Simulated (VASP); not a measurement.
# MnO (P6_3mc) in VASP: notebook

Runs on MnO. Level: PBEsol. Tasks: electric field gradients.

Everything below comes from runs of VASP 6.6.1. Logs are shortened: lines on timing, memory, paths and dates and some standing lists are left out, and cuts for length are marked.

### Step 1. The cell of the first run

The structure is hexagonal, space group P6_3mc (No. 186). The conventional cell has a = 3.303 Å, b = 3.303 Å, c = 5.276 Å, α = 90.00°, β = 90.00°, γ = 120.00°. Mn (site symmetry 3m) has 4 O at 1.92 to 2.04 Å within 2.5 Å. Within 2.5 Å of O (site symmetry 3m) lie 4 Mn at 1.92 to 2.04 Å.

### Step 2. Electric field gradients, PBEsol, collinear spin, ferromagnetic start (12.46 Å³/atom)

Contents of INCAR:

```
PREC = Accurate
ENCUT = 520
EDIFF = 1E-8
ISMEAR = -1
SIGMA = 0.05
LREAL = F
LASPH = T
NELM = 200
ALGO = Normal
ISIF = 2
LWAVE = F
LCHARG = F
ISPIN = 2
MAGMOM = 4 4 0 0
LORBIT = 11
LMAXMIX = 4
GGA = PS
LEFG = T
NBANDS = 31
GGA_COMPAT = F
```

Contents of KPOINTS:

```
regular mesh
0
Gamma
  14 14 8
```

Contents of POSCAR:

```
MnO
1.0
    3.3028713931      0.0000000000      0.0000000000
   -1.6514356965      2.8603705318      0.0000000000
    0.0000000000      0.0000000000      5.2755609885
Mn O
2 2
Direct
    0.3333333333      0.6666666667      0.0109600000
    0.6666666667      0.3333333333      0.5109600000
    0.3333333333      0.6666666667      0.3754700000
    0.6666666667      0.3333333333      0.8754700000
```

Potentials or basis: VASP PAW PBE potentials, release 64 (Mn_pv, O).

Run with:

```
cat potpaw_PBE.64/Mn_pv/POTCAR potpaw_PBE.64/O/POTCAR > POTCAR
mpirun -np 1 vasp_std > vasp.out
```

OUTCAR:

```text
PREC = Accurate
   ENCUT = 520
   EDIFF = 1E-8
   ISMEAR = -1
   LREAL = F
   LASPH = T
   NELM = 200
   ISIF = 2
   ISPIN = 2
   LORBIT = 11
   GGA = PS

 ion  position               nearest neighbor table
   1  0.333  0.667  0.011-   3 1.92   4 2.04   4 2.04   4 2.04
   2  0.667  0.333  0.511-   4 1.92   3 2.04   3 2.04   3 2.04
   3  0.333  0.667  0.375-   1 1.92   2 2.04   2 2.04   2 2.04
   4  0.667  0.333  0.875-   2 1.92   1 2.04   1 2.04   1 2.04

  LATTYP: Found a hexagonal cell.
 ALAT       =     3.3028713931
 C/A-ratio  =     1.5972650342

  Lattice vectors:

 A1 = (   3.3028713931,   0.0000000000,   0.0000000000)
 A2 = (  -1.6514356965,   2.8603705318,   0.0000000000)
 A3 = (   0.0000000000,   0.0000000000,   5.2755609885)

Analysis of symmetry for initial positions (statically):
=====================================================================
 Subroutine PRICEL returns:
 Original cell was already a primitive cell.

 Routine SETGRP: Setting up the symmetry group for a
 hexagonal supercell.

 Subroutine GETGRP returns: Found 12 space group operations
 (whereof  6 operations were pure point group operations)
 out of a pool of 24 trial point group operations.

The static configuration has the point symmetry C_3v.
 The point group associated with its full space group is C_6v.

Analysis of symmetry for dynamics (positions and initial velocities):
=====================================================================
 Subroutine PRICEL returns:
 Original cell was already a primitive cell.

 Routine SETGRP: Setting up the symmetry group for a
 hexagonal supercell.

 Subroutine GETGRP returns: Found 12 space group operations
 (whereof  6 operations were pure point group operations)
 out of a pool of 24 trial point group operations.

The dynamic configuration has the point symmetry C_3v.
 The point group associated with its full space group is C_6v.

Analysis of structural, dynamic, and magnetic symmetry:
[... 1809 lines left out ...]
     31      18.2605      0.00000

 [... further k-points ...]

------------------------ aborting loop because EDIFF is reached ----------------------------------------

  FORCE on cell =-STRESS in cart. coord.  units (eV):
  Direction    XX          YY          ZZ          XY          YZ          ZX
  --------------------------------------------------------------------------------------
  -------------------------------------------------------------------------------------
  Total        1.8149812      1.8149812      5.0750257      0.0000000      0.0000000      0.0000000
  in kB       58.3445247     58.3445247    163.1421646      0.0000000      0.0000000      0.0000000
  external PRESSURE =      93.2770713 kB  Pullay stress =       0.0000000 kB

 VOLUME and BASIS-vectors are now :
 -----------------------------------------------------------------------------
  energy-cutoff  :      520.00
  volume of cell :       49.84
      direct lattice vectors                 reciprocal lattice vectors
     3.302871393  0.000000000  0.000000000     0.302766860  0.174802528  0.000000000
    -1.651435697  2.860370532  0.000000000     0.000000000  0.349605056  0.000000000
     0.000000000  0.000000000  5.275560988     0.000000000  0.000000000  0.189553301

 POSITION                                       TOTAL-FORCE (eV/Angst)
 -----------------------------------------------------------------------------------
     -0.00000      1.90691      0.05782         0.000000     -0.000000     -0.779499
      1.65144      0.95346      2.69560        -0.000000      0.000000     -0.779499
     -0.00000      1.90691      1.98081        -0.000000      0.000000      0.779499
      1.65144      0.95346      4.61860         0.000000      0.000000      0.779499
 -----------------------------------------------------------------------------------
    total drift:                               -0.000000     -0.000000      0.000146

  FREE ENERGIE OF THE ION-ELECTRON SYSTEM (eV)
  ---------------------------------------------------
  free  energy   TOTEN  =       -34.1551663147 eV

  energy  without entropy=      -34.1419868188  energy(sigma->0) =      -34.14857657

 Electric field gradients (V/A^2)
---------------------------------------------------------------------
 ion       V_xx      V_yy      V_zz      V_xy      V_xz      V_yz
---------------------------------------------------------------------
   1      13.649    13.653   -27.302     0.003     0.000    -0.000
   2      13.649    13.653   -27.302     0.003    -0.000     0.000
   3       0.108     0.110    -0.218     0.001    -0.000     0.000
   4       0.108     0.110    -0.218     0.001     0.000    -0.000
---------------------------------------------------------------------

 Electric field gradients after diagonalization (V/A^2)
 (convention: |V_zz| > |V_xx| > |V_yy|)
----------------------------------------------------------------------
 ion       V_xx      V_yy      V_zz     asymmetry (V_yy - V_xx)/ V_zz
----------------------------------------------------------------------
   1      13.655    13.648   -27.302       0.000
   2      13.655    13.648   -27.302       0.000
   3       0.110     0.108    -0.218       0.012
   4       0.110     0.108    -0.218       0.012
----------------------------------------------------------------------

           NMR quadrupolar parameters

 Cq : quadrupolar parameter    Cq=e*Q*V_zz/h
 eta: asymmetry parameters     (V_yy - V_xx)/ V_zz
 Q  : nuclear electric quadrupole moment in mb (millibarn)
----------------------------------------------------------------------
 ion       Cq(MHz)       eta       Q (mb)
----------------------------------------------------------------------
   1      -0.066       0.000       1.000
   2      -0.066       0.000       1.000
   3      -0.001       0.012       1.000
   4      -0.001       0.012       1.000
----------------------------------------------------------------------

 total charge

# of ion       s       p       d       tot
------------------------------------------
    1        0.258   6.264   4.987  11.509
    2        0.258   6.264   4.987  11.509
    3        1.553   3.468   0.000   5.021
    4        1.553   3.468   0.000   5.021
--------------------------------------------------
tot          3.622  19.464   9.974  33.060

 magnetization (x)

# of ion       s       p       d       tot
------------------------------------------
    1        0.037   0.070   4.220   4.327
    2        0.037   0.070   4.220   4.327
    3        0.020   0.186   0.000   0.206
    4        0.020   0.186   0.000   0.206
--------------------------------------------------
tot          0.114   0.511   8.441   9.066
```

Wall time 7.1 min (1 thread of Intel Xeon Platinum 8259CL at 2.50GHz (Skylake/Cascade Lake), shared host); peak memory 0.37 GiB.

Results:

| Item | Value |
| --- | --- |
| Free energy | -34.1552 eV |
| Pressure | 9.3 GPa |
| Largest force | 0.779 eV/Å |
| Net moment | 9.84 μB per cell |
| Site moments | Mn +4.33; O +0.21 μB |
| Largest electric field gradient by atom | Mn -27.3; O -0.2 V/Å² |
| Valence electrons inside the program's atomic spheres | Mn 11.51; O 5.02 |

Forces on the atoms (eV/Å):
```
Mn   0.000  0.000 -0.779
Mn   0.000  0.000 -0.779
O    0.000  0.000  0.779
O    0.000  0.000  0.779
```

Stress tensor (GPa, compression positive):
```
 5.83  0.00  0.00
 0.00  5.83  0.00
 0.00  0.00 16.31
```

Levels at points of the mesh, in eV from the Fermi level:
Spin up:
```csv
k point,band 20,band 21,band 22,band 23,band 24,band 25,band 26,band 27,band 28,band 29
"(0.00, 0.00, 0.00)",-1.57,-0.98,-0.98,0.18,0.18,0.23,3.81,5.75,11.85,11.85
"(0.50, 0.00, 0.00)",-2.47,-2.05,-1.82,-0.74,-0.62,4.05,4.35,5.95,7.86,9.67
"(0.00, 0.00, 0.50)",-1.39,-0.43,-0.43,-0.43,-0.43,1.27,1.27,8.57,8.57,11.94
"(0.50, 0.00, 0.50)",-2.39,-1.24,-1.24,-1.16,-1.16,3.95,3.95,6.36,6.36,10.87
```
Spin down:
```
           k point  band 10  band 11  band 12  band 13  band 14  band 15  band 16  band 17  band 18  band 19
(0.00, 0.00, 0.00)    -5.52    -5.35    -5.35    -5.11    -5.11    -0.13     0.78     0.78     0.95     1.63
(0.50, 0.00, 0.00)    -6.41    -5.73    -5.28    -5.24    -5.00     0.17     0.23     1.10     1.41     1.46
(0.00, 0.00, 0.50)    -6.42    -5.25    -5.25    -5.25    -5.25     1.31     1.31     1.31     1.31     1.42
(0.50, 0.00, 0.50)    -6.87    -5.32    -5.32    -5.13    -5.13     0.73     0.73     1.42     1.42     1.61
```

Electric field gradients, principal values (V/Å²):
```csv
atom,least,middle,greatest (by size)
1 Mn,13.648,13.655,-27.302
2 Mn,13.648,13.655,-27.302
3 O,0.108,0.110,-0.218
4 O,0.108,0.110,-0.218
```

Caveat: the cell stands under pressure; without QUAD_EFG the Cq values of the log hold for a quadrupole moment of 1 mb, not for the nuclei; the PAW data sets were made with another functional, which shifts forces and pressure a little; semilocal functionals often make such compounds metallic where correlation or magnetic order opens a gap, which also shifts bond lengths; only a ferromagnetic start was run, and an antiferromagnetic order may lie lower in energy. With open d or f shells a metallic result of PBEsol can be an artefact of self-interaction; +U or a hybrid may open a gap.

[end of part 1 of 2]
